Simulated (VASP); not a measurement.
# BAs (F-43m) in VASP: a series of runs, part 2 of 2

VASP 6.6.1. Earlier steps stand in the parts before.

**3. Relaxation of cell and atoms, PBE+D3(BJ)**

This run uses another cell than the first one, of 13.90 Å³/atom, 1.029 times its volume.

File INCAR:

```
SYSTEM = BAs
PREC = Accurate ; ENCUT = 600
EDIFF = 1E-6 ; ISMEAR = 0
SIGMA = 0.02 ; LREAL = .False.
LASPH = .True. ; NELM = 60
ALGO = Normal ; ISIF = 3
LWAVE = .False. ; LCHARG = .False.
GGA = PE ; IVDW = 12
IBRION = 2 ; NSW = 70
EDIFFG = -0.005
```

File KPOINTS:

```
Automatic mesh
0
Gamma
  10 10 10
  0 0 0
```

File POSCAR:

```
BAs
1.0
    0.0000000000      2.4044111665      2.4044111665
    2.4044111665      0.0000000000      2.4044111665
    2.4044111665      2.4044111665      0.0000000000
B As
1 1
Direct
    0.0000000000      0.0000000000      0.0000000000
    0.2500000000      0.2500000000      0.2500000000
```

Potentials or basis: VASP PAW PBE potentials, release 64 (B, As).

Run with:

```sh
cat potpaw_PBE.64/B/POTCAR potpaw_PBE.64/As/POTCAR > POTCAR
mpirun -np 1 vasp_std > vasp.out
```

OUTCAR:

```text
SYSTEM = BAs
   PREC = Accurate
   ENCUT = 600
   EDIFF = 1E-6
   ISMEAR = 0
   LREAL = .False.
   LASPH = .True.
   NELM = 60
   ISIF = 3
   GGA = PE
   IVDW = 12
   IBRION = 2
   NSW = 70
   EDIFFG = -0.005
 IVDW          = 12

 ion  position               nearest neighbor table
   1  0.000  0.000  0.000-   2 2.08   2 2.08   2 2.08   2 2.08
   2  0.250  0.250  0.250-   1 2.08   1 2.08   1 2.08   1 2.08

  LATTYP: Found a face centered cubic cell.
 ALAT       =     4.8088223330

  Lattice vectors:

 A1 = (   0.0000000000,   2.4044111665,   2.4044111665)
 A2 = (   2.4044111665,   0.0000000000,   2.4044111665)
 A3 = (   2.4044111665,   2.4044111665,   0.0000000000)

Analysis of symmetry for initial positions (statically):
=====================================================================
 Subroutine PRICEL returns:
 Original cell was already a primitive cell.

 Routine SETGRP: Setting up the symmetry group for a
[... 251 lines left out ...]
 Free energy of the ion-electron system (eV)
  ---------------------------------------------------
  ext. energy  EPLUGINS =         0.00000000
  ---------------------------------------------------
  free energy    TOTEN  =       -11.40537829 eV

  energy without entropy =      -11.40537829  energy(sigma->0) =      -11.40537829

 E-fermi :   6.3116     XC(G=0): -10.5985

 val. band max:        6.1621348866   @ k =   0.0000   0.0000   0.0000
 cond. band min:       7.3345742063   @ k =   0.4000   0.4000   0.0000
 fundamental gap:      1.1724393197
 Fermi energy:         6.3115680367

 k-point     1 :       0.0000    0.0000    0.0000
  band No.  band energies     occupation
      1      -9.2688      2.00000
      2       6.1621      2.00000
      3       6.1621      2.00000
      4       6.1621      2.00000
      5       9.4428      0.00000
      6       9.4428      0.00000
      7       9.4428      0.00000
      8      10.8913      0.00000
[... 243 lines left out ...]
 k-point    24 :       0.4000    0.3000    0.0000
  band No.  band energies     occupation
      1      -6.6157      2.00000
      2      -0.3040      2.00000
      3       2.1722      2.00000
      4       2.6641      2.00000
      5       7.8569      0.00000
      6       9.5593      0.00000
      7      15.0213      0.00000
      8      15.2521      0.00000

 [... further k-points ...]

------------------------ aborting loop because EDIFF is reached ----------------------------------------

 Edisp (eV)   -0.66198

 E8    (eV) :    -0.2631
[... 25 lines left out ...]
  FREE ENERGIE OF THE ION-ELECTRON SYSTEM (eV)
  ---------------------------------------------------
  free  energy   TOTEN  =       -12.0673582347 eV

  energy  without entropy=      -12.0673582347  energy(sigma->0) =      -12.06735823

 reached required accuracy - stopping structural energy minimisation
```

OSZICAR:

```text
N       E                     dE             d eps       ncg     rms          rms(c)
DAV:   1     0.163381200049E+02    0.16338E+02   -0.41190E+03   752   0.986E+02
DAV:   2    -0.115435318601E+02   -0.27882E+02   -0.26299E+02  1112   0.113E+02
DAV:   3    -0.120149944865E+02   -0.47146E+00   -0.47146E+00   872   0.190E+01
DAV:   4    -0.120157374395E+02   -0.74295E-03   -0.74295E-03  1120   0.809E-01
[... 19 lines left out ...]
DAV:   2    -0.114059749096E+02    0.17206E-02   -0.28381E-03   808   0.332E-01    0.129E-01
DAV:   3    -0.114054223421E+02    0.55257E-03   -0.11542E-03   824   0.191E-01    0.422E-02
DAV:   4    -0.114053811632E+02    0.41179E-04   -0.68436E-05   968   0.557E-02    0.238E-02
DAV:   5    -0.114053782296E+02    0.29337E-05   -0.45526E-06   856   0.149E-02    0.121E-02
DAV:   6    -0.114053782936E+02   -0.64049E-07   -0.30309E-07   392   0.403E-03
   3 F= -.12067358E+02 E0= -.12067358E+02  d E =-.628474E-02
```

CONTCAR:

```text
BAs
   1.00000000000000
     0.0000000000000000    2.3858771013965665    2.3858771013965665
     2.3858771013965665   -0.0000000000000000    2.3858771013965665
     2.3858771013965665    2.3858771013965665    0.0000000000000000
  B               As
     1     1
Direct
     0.0000000000000000    0.0000000000000000    0.0000000000000000
     0.2500000000000000    0.2500000000000000    0.2500000000000000

  0.00000000E+00  0.00000000E+00  0.00000000E+00
  0.00000000E+00  0.00000000E+00  0.00000000E+00
```

Wall time 29 s (1 thread of Intel Xeon 6975P-C, shared host); peak memory 0.18 GiB.

Results:

* Free energy: -12.0674 eV
* Relaxed volume: 13.58 Å³/atom
* Relaxed cell: a = 3.374 Å, b = 3.374 Å, c = 3.374 Å, α = 60.00°, β = 60.00°, γ = 60.00°
* Space group after relaxing (to 0.05 Å): F-43m (No. 216)
* Energy gained by relaxing: 3.1 meV/atom
* Ionic steps: 3
* Pressure after relaxing: 0.0 GPa
* Band gap on the k mesh: 1.17 eV, indirect (least direct gap 3.28 eV)
* Dispersion energy per atom: -0.331 eV

The path:
| step | energy change (eV) | largest force (eV/Å) | pressure (GPa) | volume (Å³) |
| --- | --- | --- | --- | --- |
| 1 | 0.0000 | 0.0000 | -3.09 | 27.80 |
| 2 | -0.0033 | 0.0000 | 2.30 | 26.74 |
| 3 | -0.0063 | 0.0000 | 0.01 | 27.16 |

Final structure:
```
B As
1.0
     0.00000    2.38588    2.38588
     2.38588    0.00000    2.38588
     2.38588    2.38588    0.00000
B As
1 1
Direct
  0.00000 0.00000 0.00000
  0.25000 0.25000 0.25000
```

A k mesh can miss the band edges. Expect the measured gap to be larger: semilocal functionals such as PBE lack the derivative discontinuity.
